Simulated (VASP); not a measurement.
# CdSe (F-43m) in VASP: further runs

The runs below take CdSe through vibrations by perturbation theory, with PBEsol.

Program: VASP 6.6.1. These are calculated values, not measurements. Logs are shortened: lines on timing, memory, paths and dates and some standing lists are left out, and cuts for length are marked.

## (1) The cell of the first run

Symmetry: F-43m, No. 216, cubic system. The conventional cell has a = 5.717 Å, b = 5.717 Å, c = 5.717 Å, α = 90.00°, β = 90.00°, γ = 90.00°. Cd (site symmetry -43m) has 4 Se at 2.48 Å within 3.3 Å. Se (site symmetry -43m) has 4 Cd at 2.48 Å within 3.3 Å.

## (2) Vibrations by perturbation theory, PBEsol

The input, INCAR:

```
SYSTEM = CdSe
PREC = Accurate
ENCUT = 520
EDIFF = 1E-8
ISMEAR = 0
SIGMA = 0.01
LREAL = .False.
LASPH = .True.
NELM = 60
ALGO = Normal
ISIF = 2
LWAVE = .False.
LCHARG = .False.
GGA = PS
IBRION = 8
NSW = 1
```

The input, KPOINTS:

```
Automatic mesh
0
Gamma
  6 6 6
  0 0 0
```

The input, POSCAR:

```
CdSe
1.0
    2.8585503810      2.8585503810      0.0000000000
   -2.8585503810      2.8585503810      0.0000000000
    0.0000000000      2.8585503810      2.8585503810
Cd Se
1 1
Direct
    0.0000000000      0.0000000000      0.0000000000
    0.7500000000      0.2500000000      0.5000000000
```

Potentials or basis: VASP PAW PBE potentials, release 64 (Cd, Se).

The run is started by

```console
cat potpaw_PBE.64/Cd/POTCAR potpaw_PBE.64/Se/POTCAR > POTCAR
mpirun -np 1 vasp_std > vasp.out
```

OUTCAR:

```text
SYSTEM = CdSe
   PREC = Accurate
   ENCUT = 520
   EDIFF = 1E-8
   ISMEAR = 0
   LREAL = .False.
   LASPH = .True.
   NELM = 60
   ISIF = 2
   GGA = PS
   IBRION = 8
   NSW = 1

 ion  position               nearest neighbor table
   1  0.000  0.000  0.000-   2 2.48   2 2.48   2 2.48   2 2.48
   2  0.750  0.250  0.500-   1 2.48   1 2.48   1 2.48   1 2.48

  LATTYP: Found a face centered cubic cell.
 ALAT       =     5.7171007620

  Lattice vectors:

 A1 = (   0.0000000000,   2.8585503810,   2.8585503810)
 A2 = (   2.8585503810,   0.0000000000,   2.8585503810)
 A3 = (   2.8585503810,   2.8585503810,   0.0000000000)

Analysis of symmetry for initial positions (statically):
=====================================================================
 Subroutine PRICEL returns:
 Original cell was already a primitive cell.

 Routine SETGRP: Setting up the symmetry group for a
 face centered cubic supercell.

 Subroutine GETGRP returns: Found 24 space group operations
 (whereof 24 operations were pure point group operations)
 out of a pool of 48 trial point group operations.

The static configuration has the point symmetry T_d .

Analysis of symmetry for dynamics (positions and initial velocities):
=====================================================================
 Subroutine PRICEL returns:
 Original cell was already a primitive cell.

 Routine SETGRP: Setting up the symmetry group for a
 face centered cubic supercell.

 Subroutine GETGRP returns: Found 24 space group operations
 (whereof 24 operations were pure point group operations)
 out of a pool of 48 trial point group operations.

The dynamic configuration has the point symmetry T_d .

 Subroutine INISYM returns: Found 24 space group operations
 (whereof 24 operations are pure point group operations),
 and found     1 'primitive' translations

----------------------------------------------------------------------------------------

                                     Primitive cell

  volume of cell :      46.7162

  direct lattice vectors                    reciprocal lattice vectors
     2.858550381  2.858550381  0.000000000     0.174913832  0.174913832 -0.174913832
    -2.858550381  2.858550381  0.000000000    -0.174913832  0.174913832 -0.174913832
     0.000000000  2.858550381  2.858550381     0.000000000  0.000000000  0.349827663

  length of vectors
     4.042600718  4.042600718  4.042600718     0.302959643  0.302959643  0.349827663

  position of ions in fractional coordinates (direct lattice)
     0.000000000  0.000000000  0.000000000
     0.750000000  0.250000000  0.500000000

  ion indices of the primitive-cell ions
   primitive index   ion index
                 1           1
                 2           2

----------------------------------------------------------------------------------------

 KPOINTS: Automatic mesh

Automatic generation of k-mesh.
 Grid dimensions read from file:
 generate k-points for:    6    6    6

 Generating k-lattice:

  Cartesian coordinates                     Fractional coordinates (reciprocal lattice)
     0.029152305  0.029152305 -0.029152305     0.166666667  0.000000000  0.000000000
    -0.029152305  0.029152305 -0.029152305     0.000000000  0.166666667  0.000000000
     0.000000000  0.000000000  0.058304611     0.000000000  0.000000000  0.166666667

  Length of vectors
     0.050493274  0.050493274  0.058304611

  Shift w.r.t. Gamma in fractional coordinates (k-lattice)
     0.000000000  0.000000000  0.000000000

 Subroutine IBZKPT returns following result:
 ===========================================

 Found     16 irreducible k-points:

 Following reciprocal coordinates:
            Coordinates               Weight
  0.000000  0.000000  0.000000      1.000000
  0.166667  0.000000  0.000000      8.000000
  0.333333  0.000000  0.000000      8.000000
  0.500000  0.000000  0.000000      4.000000
  0.166667  0.166667  0.000000     12.000000
  0.333333  0.166667  0.000000     24.000000
[... 8 lines left out ...]
  0.500000  0.333333  0.166667     24.000000
  0.500000  0.500000  0.166667     12.000000
   k-points           NKPTS =     16   k-points in BZ     NKDIM =     16   number of bands    NBANDS=     13
   number of dos      NEDOS =    301   number of ions     NIONS =      2
   total plane-waves  NPLWV =  27000
   dimension x,y,z NGX =    30 NGY =   30 NGZ =   30
   dimension x,y,z NGXF=    60 NGYF=   60 NGZF=   60
   ions per type =               1   1
   NGX,Y,Z   is equivalent  to a cutoff of  12.34, 12.34, 12.34 a.u.
   NGXF,Y,Z  is equivalent  to a cutoff of  24.67, 24.67, 24.67 a.u.
 SYSTEM =  CdSe
   PREC   = accura    normal or accurate (medium, high low for compatibility)
   ISTART =      0    job   : 0-new  1-cont  2-samecut
   ICHARG =      2    charge: 1-file 2-atom 10-const
   ISPIN  =      1    spin polarized calculation?
   LNONCOLLINEAR =      F non collinear calculations
   LSORBIT =      F    spin-orbit coupling
   LASPH  =      T    aspherical Exc in radial PAW
   ENCUT  =  520.0 eV  38.22 Ry    6.18 a.u.   7.52  7.52  7.52*2*pi/ulx,y,z
   NELM   =     60;   NELMIN=  2; NELMDL= -5     # of ELM steps
   EDIFF  = 0.1E-07   stopping-criterion for ELM
   LREAL  =      F    real-space projection
   EDIFFG = 0.1E-06   stopping-criterion for IOM
   NSW    =      1    number of steps for IOM
   IBRION =      8    ionic relax: 0-MD 1-quasi-New 2-CG
   NFREE  =      0    steps in history (QN), initial steepest desc. (CG)
   ISIF   =      2    stress and relaxation
   ISYM   =      2    0-nonsym 1-usesym 2-fastsym
   POTIM  = 0.5000    time-step for ionic-motion
   TEBEG  =    0.0;   TEEND  =   0.0 temperature during run
   PSTRESS=    0.0 pullay stress
   NELECT =      18.0000    total number of electrons
   NUPDOWN=      -1.0000    fix difference up-down
   EMIN   =  10.00;   EMAX   =-10.00  energy-range for DOS
   EFERMI =   0.00;   METHOD = LEGACY
   ISMEAR =     0;   SIGMA  =   0.01  broadening in eV -4-tet -1-fermi 0-gaus
   EFERMI_NEDOS =   21; number of points for ismear=-14 and -15
   IALGO  =     38    algorithm
   IMIX   =      4    mixing-type and parameters
     AMIX     =   0.40;   BMIX     =  1.00
     AMIX_MAG =   1.60;   BMIX_MAG =  1.00
  volume/ion in A,a.u.               =      23.36       157.63
  Fermi-wavevector in a.u.,A,eV,Ry     =   1.191269  2.251172 19.308323  1.419122
  Thomas-Fermi vector in A             =   2.327334
   LORBIT       =      0    0 simple, 1 ext, 2 COOP (PROOUT), +10 PAW based schemes
   GGA     = PS    functional components
   LHFCALC =     F    Hartree Fock is set to
   AEXX    =    0.0000 exact exchange contribution
   IVDW    =     0    specifies the selected vdW correction
   LEPSILON=     F    determine dielectric tensor
   LRPA    =     F    only Hartree local field effects (RPA)
 non-spin polarized calculation
 Gauss-broadening in eV      SIGMA  =   0.01
  energy-cutoff  :      520.00
  volume of cell :       46.72
 maximum number of plane-waves:      1278
   NGX = 15   NGY = 15   NGZ = 15

--------------------------------------- Ionic step        1  -------------------------------------------

 number of electron      18.0000005 magnetization

 Free energy of the ion-electron system (eV)
  ---------------------------------------------------
  ext. energy  EPLUGINS =         0.00000000
  ---------------------------------------------------
  free energy    TOTEN  =        -5.76821229 eV

  energy without entropy =       -5.76821229  energy(sigma->0) =       -5.76821229

 E-fermi :   2.5885     XC(G=0):  -9.9728

 val. band max:        2.5056274264   @ k =   0.0000   0.0000   0.0000
 cond. band min:       3.3414233402   @ k =   0.0000   0.0000   0.0000
 fundamental gap:      0.8357959138
 Fermi energy:         2.5884504107

 k-point     1 :       0.0000    0.0000    0.0000
  band No.  band energies     occupation
      1     -11.3782      2.00000
      2      -6.2790      2.00000
      3      -6.2790      2.00000
      4      -6.2790      2.00000
      5      -5.6557      2.00000
      6      -5.6557      2.00000
      7       2.5056      2.00000
      8       2.5056      2.00000
      9       2.5056      2.00000
     10       3.3414      0.00000
     11       8.2719      0.00000
     12       8.2719      0.00000
     13       8.2719      0.00000
[... 228 lines left out ...]
      2      -6.0212      2.00000
      3      -5.9276      2.00000
      4      -5.7695      2.00000
      5      -5.6150      2.00000
      6      -4.9187      2.00000
      7      -2.5419      2.00000
      8      -0.5634      2.00000
      9      -0.4455      2.00000
     10       6.5727      0.00000
     11       7.4872      0.00000
     12      10.4282      0.00000
     13      10.7797      0.00000

------------------------ aborting loop because EDIFF is reached ----------------------------------------

  FORCE on cell =-STRESS in cart. coord.  units (eV):
  Direction    XX          YY          ZZ          XY          YZ          ZX
  --------------------------------------------------------------------------------------
  -------------------------------------------------------------------------------------
  Total        4.5814917      4.5814917      4.5814917      0.0000000      0.0000000     -0.0000000
  in kB      157.1266826    157.1266826    157.1266826      0.0000000      0.0000000     -0.0000000
  external PRESSURE =     157.1266826 kB  Pullay stress =       0.0000000 kB

 VOLUME and BASIS-vectors are now :
 -----------------------------------------------------------------------------
  energy-cutoff  :      520.00
  volume of cell :       46.72
      direct lattice vectors                 reciprocal lattice vectors
     2.858550381  2.858550381  0.000000000     0.174913832  0.174913832 -0.174913832
    -2.858550381  2.858550381  0.000000000    -0.174913832  0.174913832 -0.174913832
     0.000000000  2.858550381  2.858550381     0.000000000  0.000000000  0.349827663

 POSITION                                       TOTAL-FORCE (eV/Angst)
 -----------------------------------------------------------------------------------
      0.00000      0.00000      0.00000         0.000000      0.000000      0.000000
      1.42928      4.28783      1.42928        -0.000000     -0.000000      0.000000
 -----------------------------------------------------------------------------------
    total drift:                               -0.000000      0.000000     -0.000000

  FREE ENERGIE OF THE ION-ELECTRON SYSTEM (eV)
  ---------------------------------------------------
  free  energy   TOTEN  =        -5.7682122891 eV

  energy  without entropy=       -5.7682122891  energy(sigma->0) =       -5.76821229

[... ionic steps 2 to 3 ...]

--------------------------------------- Ionic step        4  -------------------------------------------

------------------------ aborting loop because EDIFF is reached ----------------------------------------

[... ionic steps 5 to 6 ...]

--------------------------------------- Ionic step        7  -------------------------------------------

 Free energy of the ion-electron system (eV)
  ---------------------------------------------------
  ---------------------------------------------------
  free energy    TOTEN  =        -0.08376122 eV

  energy without entropy =       -0.08376122

------------------------ aborting loop because EDIFF is reached ----------------------------------------

 INTERNAL STRAIN TENSOR  FOR ION    2  DIRECTION 1   (eV/Angst):
 -----------------------------------------------------------------------------
     0.01253  0.00000  0.00000
     0.00000 -0.01632 15.00968
     0.00000 15.00968 -0.01632

 INTERNAL STRAIN TENSOR FOR ION    2 for displacements in x,y,z  (eV/Angst):
          X           Y           Z          XY          YZ          ZX
  --------------------------------------------------------------------------------
  x     0.00000    -0.00000    -0.00000     0.00000    15.00968     0.00000
  y    -0.00000     0.00000    -0.00000     0.00000     0.00000    15.00968
  z    -0.00000    -0.00000     0.00000    15.00968     0.00000     0.00000

 SECOND DERIVATIVES (NOT SYMMETRIZED)
 ------------------------------------
               1X          1Y          1Z          2X          2Y          2Z
  1X    -9.163565    0.000000    0.000000    9.163565    0.000000    0.000000
  1Y     0.000000   -9.163565    0.000000    0.000000    9.163565    0.000000
  1Z     0.000000    0.000000   -9.163565    0.000000    0.000000    9.163565
  2X     9.142953    0.000000   -0.000000   -9.142953   -0.000000    0.000000
  2Y    -0.000000    9.142953    0.000000    0.000000   -9.142953   -0.000000
  2Z    -0.000000    0.000000    9.142953    0.000000   -0.000000   -9.142953

 Eigenvectors and eigenvalues of the dynamical matrix
 ----------------------------------------------------

   1 f  =    6.944261 THz    43.632076 2PiTHz  231.635601 cm-1    28.719141 meV
             X         Y         Z           dx          dy          dz
      0.000000  0.000000  0.000000     0.000000    0.642766   -0.000000
      1.429275  4.287826  1.429275     0.000000   -0.766063    0.000000
[... 21 lines left out ...]
   6 f/i=    0.003850 THz     0.024191 2PiTHz    0.128425 cm-1     0.015923 meV
             X         Y         Z           dx          dy          dz
      0.000000  0.000000  0.000000     0.000000   -0.000000   -0.766063
      1.429275  4.287826  1.429275    -0.000000    0.000000   -0.642766

--------------------------------------------------------------------------------------------------------

 ELASTIC MODULI CONTR FROM IONIC RELAXATION (kBar)
 Direction    XX          YY          ZZ          XY          YZ          ZX
 --------------------------------------------------------------------------------
 XX          -0.0000     -0.0000     -0.0000      0.0000      0.0000      0.0000
 YY          -0.0000     -0.0000     -0.0000      0.0000      0.0000      0.0000
 ZZ          -0.0000     -0.0000     -0.0000      0.0000      0.0000      0.0000
 XY           0.0000      0.0000      0.0000   -849.3726     -0.0000     -0.0000
 YZ           0.0000      0.0000      0.0000     -0.0000   -849.3726      0.0000
 ZX           0.0000      0.0000      0.0000     -0.0000      0.0000   -849.3726
 --------------------------------------------------------------------------------
```

Run time: 81 s. Hardware: 1 thread of Intel Xeon Platinum 8488C (Sapphire Rapids), shared host; peak memory 0.24 GiB.

Results:

```
Highest phonon frequency at Γ, LO-TO splitting left out : 232 cm⁻¹
```

Phonon frequencies in cm⁻¹ (negative: imaginary):
| q point | frequencies |
| --- | --- |
| (0.000, 0.000, 0.000) | 0 0 0 232 232 232 |

Caveat: the k points lie up to 0.37 Å⁻¹ apart; the cell wasn't relaxed at this level first, which shifts response properties; the PAW data sets were made with another functional, which shifts forces and pressure a little.

[end of part 1 of 3]
